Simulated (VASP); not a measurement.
# WSe2 (P-6m2) in VASP: further runs, part 2 of 2

VASP 6.6.1. Earlier steps stand in the parts before.

## Step 3: Single point, PBE+D3(BJ)

This run uses another cell than the first one, of the same volume but with other edges.

INCAR

```
SYSTEM = WSe2
PREC = Accurate
ENCUT = 520
EDIFF = 1E-7
ISMEAR = 0
SIGMA = 0.05
LREAL = .FALSE.
LASPH = .TRUE.
NELM = 100
ALGO = Normal
ISIF = 2
LWAVE = .FALSE.
LCHARG = .TRUE.
GGA = PE
IVDW = 12
LELF = .TRUE.
LVHAR = .TRUE.
NBANDS = 20
```

KPOINTS

```
regular mesh
0
G
  9 9 4
  0 0 0
```

POSCAR

```
WSe2
1.0
    3.2789854936      0.0000000000      0.0000000000
   -1.6394927468      2.8396847361      0.0000000000
    0.0000000000      0.0000000000      7.0056191088
W Se
1 2
Direct
    0.0000000000      0.0000000000      0.0000000000
    0.3333333333      0.6666666667      0.2167576539
    0.3333333333      0.6666666667      0.7832423461
```

Potentials or basis: VASP PAW PBE potentials, release 64 (W_sv, Se).

The run is started by

```console
cat potpaw_PBE.64/W_sv/POTCAR potpaw_PBE.64/Se/POTCAR > POTCAR
mpirun -np 1 vasp_std > vasp.out
```

OUTCAR:

```text
SYSTEM = WSe2
   PREC = Accurate
   ENCUT = 520
   EDIFF = 1E-7
   ISMEAR = 0
   LREAL = .FALSE.
   LASPH = .TRUE.
   NELM = 100
   ISIF = 2
   GGA = PE
   IVDW = 12
 IVDW          = 12

 ion  position               nearest neighbor table
   1  0.000  0.000  0.000-   2 2.43   3 2.43   2 2.43   3 2.43   2 2.43   3 2.43
   2  0.333  0.667  0.217-   1 2.43   1 2.43   1 2.43
   3  0.333  0.667  0.783-   1 2.43   1 2.43   1 2.43

  LATTYP: Found a hexagonal cell.
 ALAT       =     3.2789854936
 C/A-ratio  =     2.1365203117

  Lattice vectors:

 A1 = (   3.2789854936,   0.0000000000,   0.0000000000)
 A2 = (  -1.6394927468,   2.8396847361,   0.0000000000)
 A3 = (   0.0000000000,   0.0000000000,   7.0056191088)

Analysis of symmetry for initial positions (statically):
=====================================================================
 Subroutine PRICEL returns:
 Original cell was already a primitive cell.

 Routine SETGRP: Setting up the symmetry group for a
 hexagonal supercell.

 Subroutine GETGRP returns: Found 12 space group operations
 (whereof 12 operations were pure point group operations)
 out of a pool of 24 trial point group operations.

The static configuration has the point symmetry D_3h.

Analysis of symmetry for dynamics (positions and initial velocities):
=====================================================================
 Subroutine PRICEL returns:
 Original cell was already a primitive cell.

 Routine SETGRP: Setting up the symmetry group for a
 hexagonal supercell.

 Subroutine GETGRP returns: Found 12 space group operations
 (whereof 12 operations were pure point group operations)
 out of a pool of 24 trial point group operations.

The dynamic configuration has the point symmetry D_3h.

 Subroutine INISYM returns: Found 12 space group operations
 (whereof 12 operations are pure point group operations),
 and found     1 'primitive' translations

----------------------------------------------------------------------------------------

                                     Primitive cell

  volume of cell :      65.2313

  direct lattice vectors                    reciprocal lattice vectors
     3.278985494  0.000000000  0.000000000     0.304972377  0.176075884  0.000000000
    -1.639492747  2.839684736  0.000000000     0.000000000  0.352151768  0.000000000
     0.000000000  0.000000000  7.005619109     0.000000000  0.000000000  0.142742559

  length of vectors
     3.278985494  3.278985494  7.005619109     0.352151768  0.352151768  0.142742559

  position of ions in fractional coordinates (direct lattice)
     0.000000000  0.000000000  0.000000000
     0.333333333  0.666666667  0.216757654
     0.333333333  0.666666667  0.783242346

  ion indices of the primitive-cell ions
   primitive index   ion index
                 1           1
                 2           2
                 3           3

----------------------------------------------------------------------------------------

 KPOINTS: regular mesh

Automatic generation of k-mesh.
 Grid dimensions read from file:
 generate k-points for:    9    9    4

 Generating k-lattice:

  Cartesian coordinates                     Fractional coordinates (reciprocal lattice)
     0.033885820  0.019563987  0.000000000     0.111111111  0.000000000  0.000000000
     0.000000000  0.039127974  0.000000000     0.000000000  0.111111111  0.000000000
     0.000000000  0.000000000  0.035685640     0.000000000  0.000000000  0.250000000

  Length of vectors
     0.039127974  0.039127974  0.035685640

  Shift w.r.t. Gamma in fractional coordinates (k-lattice)
     0.000000000  0.000000000  0.000000000

 Subroutine IBZKPT returns following result:
 ===========================================

 Found     36 irreducible k-points:

 Following reciprocal coordinates:
            Coordinates               Weight
  0.000000  0.000000  0.000000      1.000000
  0.111111  0.000000  0.000000      6.000000
  0.222222  0.000000  0.000000      6.000000
  0.333333  0.000000  0.000000      6.000000
  0.444444  0.000000  0.000000      6.000000
  0.111111  0.111111  0.000000      6.000000
[... 16 lines left out ...]
  0.333333  0.222222  0.250000     24.000000
  0.333333  0.333333  0.250000      4.000000
 [... further k-points ...]
   k-points           NKPTS =     36   k-points in BZ     NKDIM =     36   number of bands    NBANDS=     20
   number of dos      NEDOS =    301   number of ions     NIONS =      3
   total plane-waves  NPLWV =  31104
   dimension x,y,z NGX =    24 NGY =   24 NGZ =   54
   dimension x,y,z NGXF=    48 NGYF=   48 NGZF=  108
   ions per type =               1   2
   NGX,Y,Z   is equivalent  to a cutoff of  12.17, 12.17, 12.81 a.u.
   NGXF,Y,Z  is equivalent  to a cutoff of  24.34, 24.34, 25.63 a.u.
 SYSTEM =  WSe2
   PREC   = accura    normal or accurate (medium, high low for compatibility)
   ISTART =      0    job   : 0-new  1-cont  2-samecut
   ICHARG =      2    charge: 1-file 2-atom 10-const
   ISPIN  =      1    spin polarized calculation?
   LNONCOLLINEAR =      F non collinear calculations
   LSORBIT =      F    spin-orbit coupling
   LASPH  =      T    aspherical Exc in radial PAW
   ENCUT  =  520.0 eV  38.22 Ry    6.18 a.u.   6.10  6.10 13.03*2*pi/ulx,y,z
   NELM   =    100;   NELMIN=  2; NELMDL= -5     # of ELM steps
   EDIFF  = 0.1E-06   stopping-criterion for ELM
   LREAL  =      F    real-space projection
   EDIFFG = 0.1E-05   stopping-criterion for IOM
   NSW    =      0    number of steps for IOM
   IBRION =     -1    ionic relax: 0-MD 1-quasi-New 2-CG
   NFREE  =      0    steps in history (QN), initial steepest desc. (CG)
   ISIF   =      2    stress and relaxation
   ISYM   =      2    0-nonsym 1-usesym 2-fastsym
   POTIM  = 0.5000    time-step for ionic-motion
   TEBEG  =    0.0;   TEEND  =   0.0 temperature during run
   PSTRESS=    0.0 pullay stress
   NELECT =      26.0000    total number of electrons
   NUPDOWN=      -1.0000    fix difference up-down
   EMIN   =  10.00;   EMAX   =-10.00  energy-range for DOS
   EFERMI =   0.00;   METHOD = LEGACY
   ISMEAR =     0;   SIGMA  =   0.05  broadening in eV -4-tet -1-fermi 0-gaus
   EFERMI_NEDOS =   21; number of points for ismear=-14 and -15
   IALGO  =     38    algorithm
   IMIX   =      4    mixing-type and parameters
     AMIX     =   0.40;   BMIX     =  1.00
     AMIX_MAG =   1.60;   BMIX_MAG =  1.00
  volume/ion in A,a.u.               =      21.74       146.73
  Fermi-wavevector in a.u.,A,eV,Ry     =   1.204797  2.276736 19.749346  1.451536
  Thomas-Fermi vector in A             =   2.340512
   LORBIT       =      0    0 simple, 1 ext, 2 COOP (PROOUT), +10 PAW based schemes
   GGA     = PE    functional components
   LHFCALC =     F    Hartree Fock is set to
   AEXX    =    0.0000 exact exchange contribution
   IVDW    =    12    specifies the selected vdW correction
   LEPSILON=     F    determine dielectric tensor
   LRPA    =     F    only Hartree local field effects (RPA)
 non-spin polarized calculation
 Gauss-broadening in eV      SIGMA  =   0.05
  energy-cutoff  :      520.00
  volume of cell :       65.23
 maximum number of plane-waves:      1776
   NGX = 13   NGY = 13   NGZ = 27

 number of electron      25.9999997 magnetization

 Free energy of the ion-electron system (eV)
  ---------------------------------------------------
  ext. energy  EPLUGINS =         0.00000000
  ---------------------------------------------------
  free energy    TOTEN  =       -20.95496483 eV

  energy without entropy =      -20.95496483  energy(sigma->0) =      -20.95496483

 E-fermi :   6.0128     XC(G=0): -10.0042

 val. band max:        5.7086271735   @ k =   0.0000   0.0000   0.5000
 cond. band min:       6.2735190527   @ k =   0.3333   0.3333   0.0000
 fundamental gap:      0.5648918792
 Fermi energy:         6.0128108844

 k-point     1 :       0.0000    0.0000    0.0000
  band No.  band energies     occupation
      1     -68.7032      2.00000
      2     -33.0263      2.00000
      3     -32.9447      2.00000
      4     -32.9447      2.00000
      5     -10.3319      2.00000
      6      -8.3364      2.00000
[... 12 lines left out ...]
     19      12.0975      0.00000
[... 513 lines left out ...]
      4     -32.9610      2.00000
      5      -7.8964      2.00000
      6      -7.5269      2.00000
[... 12 lines left out ...]
     19      11.7120      0.00000
     20      14.8241      0.00000

 [... further k-points ...]

------------------------ aborting loop because EDIFF is reached ----------------------------------------

 Edisp (eV)   -1.30093

 E8    (eV) :    -0.5811

  FORCE on cell =-STRESS in cart. coord.  units (eV):
  Direction    XX          YY          ZZ          XY          YZ          ZX
  --------------------------------------------------------------------------------------
  -------------------------------------------------------------------------------------
  Total       4.83627     4.83627    10.83690     0.00000     0.00000     0.00000
  in kB     118.78587   118.78587   266.17024     0.00000     0.00000     0.00000
  external pressure =      167.91 kB  Pullay stress =        0.00 kB

 VOLUME and BASIS-vectors are now :
 -----------------------------------------------------------------------------
  energy-cutoff  :      520.00
  volume of cell :       65.23
      direct lattice vectors                 reciprocal lattice vectors
     3.278985494  0.000000000  0.000000000     0.304972377  0.176075884  0.000000000
    -1.639492747  2.839684736  0.000000000     0.000000000  0.352151768  0.000000000
     0.000000000  0.000000000  7.005619109     0.000000000  0.000000000  0.142742559

 POSITION                                       TOTAL-FORCE (eV/Angst)
 -----------------------------------------------------------------------------------
      0.00000      0.00000      0.00000         0.000000     -0.000000      0.000000
     -0.00000      1.89312      1.51852        -0.000000      0.000000      3.772160
     -0.00000      1.89312      5.48710        -0.000000      0.000000     -3.772160
 -----------------------------------------------------------------------------------
    total drift:                                0.000000     -0.000000     -0.000000

  FREE ENERGIE OF THE ION-ELECTRON SYSTEM (eV)
  ---------------------------------------------------
  free  energy   TOTEN  =       -22.2558916576 eV

  energy  without entropy=      -22.2558916576  energy(sigma->0) =      -22.25589166
```

stdout:

```text
POSCAR found type information on POSCAR W Se
 POSCAR found :  2 types and       3 ions
 scaLAPACK will be used
 LDA part: xc-table for (Slater+PW92), standard interpolation
 POSCAR, INCAR and KPOINTS ok, starting setup
 FFT: planning ... GRIDC
 FFT: planning ... GRID_SOFT
 FFT: planning ... GRID
 WAVECAR not read
 entering main loop
```

Wall time 74 s (1 thread of Intel Xeon 8259CL, shared host); peak memory 0.22 GiB.

Results:

| Property | Result |
| --- | --- |
| Free energy | -22.2559 eV |
| Pressure | 16.8 GPa |
| Largest force | 3.772 eV/Å |
| Band gap on the k mesh | 0.56 eV (least direct gap 1.27 eV) |
| Dispersion energy per atom | -0.434 eV |

Forces on the atoms (eV/Å):
```
W    0.000  0.000  0.000
Se   0.000  0.000  3.772
Se   0.000  0.000 -3.772
```

Caveat: the cell stands under pressure; spin-orbit coupling is left out, which moves the levels of the heavy elements; an odd mesh through Γ misses points on the zone boundary, where band edges can lie; forces of over 1 eV/Å act on the atoms, so gaps and moduli don't describe the material at rest.
